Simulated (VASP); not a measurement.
Crystal: RbCl.

```
Rb Cl
1.0
     0.00000    3.27400    3.27400
     3.27400    0.00000    3.27400
     3.27400    3.27400    0.00000
Rb Cl
1 1
Direct
  0.00000 0.00000 0.00000
  0.50000 0.50000 0.50000
```

| Property | Result |
| --- | --- |
| Program | VASP 6.6.1 |
| Task | relaxation of cell and atoms |
| Functional | PBE |
| Potentials or basis | VASP PAW PBE potentials, release 64 (Rb_sv, Cl) |
| Cutoff | 500 eV |
| k mesh | 8 × 8 × 8 |
| Occupations | fermi-dirac, width 0.02 eV |
| Spin | no spin polarisation |

At the start: pressure 1.2 GPa; volume 35.09 Å³/atom.

Task: How do energy, volume and symmetry change on relaxing?

Result: Over 4 steps the energy falls by 8.2 meV/atom and the volume is 37.55 Å³/atom (+7.0 %); space group Fm-3m (No. 225, to 0.1 Å) before and after.

The path:
| step | energy change (eV) | largest force (eV/Å) | pressure (GPa) | volume (Å³) |
| --- | --- | --- | --- | --- |
| 1 | 0.0000 | 0.0000 | 1.15 | 70.19 |
| 2 | -0.0131 | 0.0000 | 0.49 | 72.78 |
| 3 | -0.0164 | 0.0000 | -0.05 | 75.34 |
| 4 | -0.0164 | 0.0000 | 0.00 | 75.09 |

Final structure:
```
Rb Cl
1.0
     0.00000    3.34855    3.34855
     3.34855    0.00000    3.34855
     3.34855    3.34855    0.00000
Rb Cl
1 1
Direct
  0.00000 0.00000 0.00000
  0.50000 0.50000 0.50000
```
